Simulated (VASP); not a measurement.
Write the native input for VASP 6.6.1 that does the following.

```
Task                   : single point
Functional             : PBEsol
Potentials or basis    : VASP PAW PBE potentials, release 64 (Si, Al)
Cutoff                 : 520 eV
k mesh                 : 2 × 2 × 2
Occupations            : fermi-dirac, width 0.02 eV
Spin                   : collinear spin
Starting moments       : [0.0, 0.0, 0.0, 0.0, 0.0, 0.0, 0.0, 0.0, 0.0, 0.0, 0.0, 0.0, 0.0, 0.0, 0.0, 0.0, 1.0] μB
Dipole correction      : no
Further INCAR settings : LREAL = Auto; ALGO = Normal; EDIFF = 1e-06; NBANDS = 52
```

The structure of AlSi16 (a cell with a defect) lies in POSCAR:

```
AlSi16
1.0
    0.0000000000      5.4300000000      5.4300000000
    5.4300000000      0.0000000000      5.4300000000
    5.4300000000      5.4300000000      0.0000000000
Si Al
16 1
Direct
   -0.0013535412     -0.0013292839      0.0013411050
    0.1202660414      0.1201968997      0.1394131362
   -0.0005527854     -0.0001706245      0.5005340423
    0.1204134842      0.1203497749      0.6202098025
   -0.0013444501      0.5013122746      0.0013203864
    0.1294466245      0.6234528478      0.1235845376
   -0.0013379732      0.5012858470      0.4987575578
    0.1205617874      0.6386241758      0.6203734256
    0.5012750385     -0.0013047552      0.0013024451
    0.6234422972      0.1293608306      0.1236329826
    0.5012469264     -0.0012966140      0.4987746886
    0.6381966518      0.1206601164      0.6205406411
    0.5001279688      0.5000401170     -0.0001244209
    0.6234894901      0.6235479609      0.1236813848
    0.5012215828      0.5012409824      0.4987883002
    0.6235370821      0.6235961861      0.6292061606
    0.2491288747      0.2497275643      0.7508472245
```

The input as run:

INCAR

```
PREC = Accurate ; ENCUT = 520
EDIFF = 1E-6 ; ISMEAR = -1
SIGMA = 0.02 ; LREAL = Auto
LASPH = T ; NELM = 150
ALGO = Normal ; ISIF = 2
LWAVE = F ; LCHARG = T
ISPIN = 2 ; MAGMOM = 0 0 0 0 0 0 0 0 0 0 0 0 0 0 0 0 1
LORBIT = 11 ; GGA = PS
LELF = T ; LVHAR = T
NBANDS = 52
```

KPOINTS

```
regular mesh
0
Gamma
  2 2 2
```

Potentials or basis: VASP PAW PBE potentials, release 64 (Si, Al).

Launch:

```console
$ cat potpaw_PBE.64/Si/POTCAR potpaw_PBE.64/Al/POTCAR > POTCAR
$ mpirun -np 1 vasp_std > vasp.out
```

It gave:

```json
{
 "Pressure": "3.6 GPa",
 "Largest force": "0.104 eV/Å",
 "Net moment": "0.01 μB per cell",
 "Valence electrons inside the program's atomic spheres": "Si 1.67, 1.71, 1.76, 1.69 (each value once); Al 0.84"
}
```

Caveat: the k points lie up to 0.50 Å⁻¹ apart; the PAW data sets were made with another functional, which shifts forces and pressure a little.

Wall time 17 min on 1 thread of Oxide Virtual Turin-like Processor (shared host), peak memory 0.67 GiB.
